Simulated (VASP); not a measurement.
Set up this calculation in VASP 6.6.1, as the native input.

```yaml
Task: single point
Functional: PBE
Potentials_or_basis: VASP PAW PBE potentials, release 64 (Mg, Cl, Li_sv)
Cutoff: 520 eV
k_mesh: 1 × 1 × 1
Occupations: fermi-dirac, width 0.0991 eV
Spin: no spin polarisation
Dipole_correction: no
Further_INCAR_settings: LREAL = Auto; ALGO = Normal; EDIFF = 1e-06; NBANDS = 77; ISYM = 0
```

The structure of Li4Mg5Cl14 lies in POSCAR:

```
Li4Mg5Cl14
1.0
    8.3069090000     -0.1152490000     -0.0233070000
   -0.1152490000      8.4640910000      0.3031410000
   -0.0233070000      0.3031410000      8.2260140000
Mg Cl Li
5 14 4
Direct
    0.4274421142      0.7420069859      0.6217094517
    0.0839383987      0.2105660601      0.5404432993
   -0.0869914064      0.6650953711      0.5075611123
    0.6809823826      0.9546738017      0.0355893979
    0.4034919328      0.5388872798      0.1062577036
    0.3761093038      0.2077292884      0.6495974497
    0.6871291681      0.2345163098      0.1030463127
    0.2135243249      0.3211572679      0.1070529027
    0.9440863266      0.8559715809      0.0687061484
    0.3942273333      0.5129644798      0.8136585582
    0.1519613609      0.7993221266      0.6973493425
    0.8785206775      0.3920892404      0.4601806363
    0.9867255306      0.1375704474      0.7866878623
    0.2355580538      0.6226873491      0.3769778517
    0.8938813763     -0.0503419860      0.4440774612
    0.6292538818      0.6775414507      0.4167743244
    0.6132173468      0.9238366342      0.7567446999
    0.8581002598      0.5685210871      0.8552488109
    0.4023515105      0.8550338369      0.0716346695
    0.6814528302      0.1822738230      0.6032853764
    0.9120750062      0.3787914187      0.1000019600
    0.2247984374      0.0332505293      0.9489883896
    0.1079085493      0.5943278061      0.8942298055
```

One way to write it, as run:

INCAR

```
PREC     = Accurate       # precision mode
ENCUT    = 520            # plane-wave cutoff, eV
EDIFF    = 1E-6           # SCF threshold, eV
ISMEAR   = -1             # smearing method
SIGMA    = 0.0991         # smearing width, eV
LREAL    = Auto         
LASPH    = True           # aspherical terms in the spheres
NELM     = 100            # most SCF steps
ALGO     = Normal         # electronic algorithm
ISIF     = 2              # what is computed and relaxed
LWAVE    = False          # write WAVECAR
LCHARG   = True           # write CHGCAR
GGA      = PE             # functional
LELF     = True           # ELF
LVHAR    = True         
ISYM     = 0            
NBANDS   = 77             # bands
```

KPOINTS

```
regular mesh
0
Gamma
  1 1 1
```

Potentials or basis: VASP PAW PBE potentials, release 64 (Mg, Cl, Li_sv).

Launch:

```bash
$ cat potpaw_PBE.64/Mg/POTCAR potpaw_PBE.64/Cl/POTCAR potpaw_PBE.64/Li_sv/POTCAR > POTCAR
$ mpirun -np 1 vasp_gam > vasp.out
```

It gave:

The largest force is 1.300 eV/Å and the band gap on the k mesh is 2.54 eV.

Caveat: the k points lie up to 0.77 Å⁻¹ apart.

Run time: 60 s on 1 thread of Intel(R) Xeon(R) Platinum 8559C (Emerald Rapids), on a shared host, peak memory 0.52 GiB.
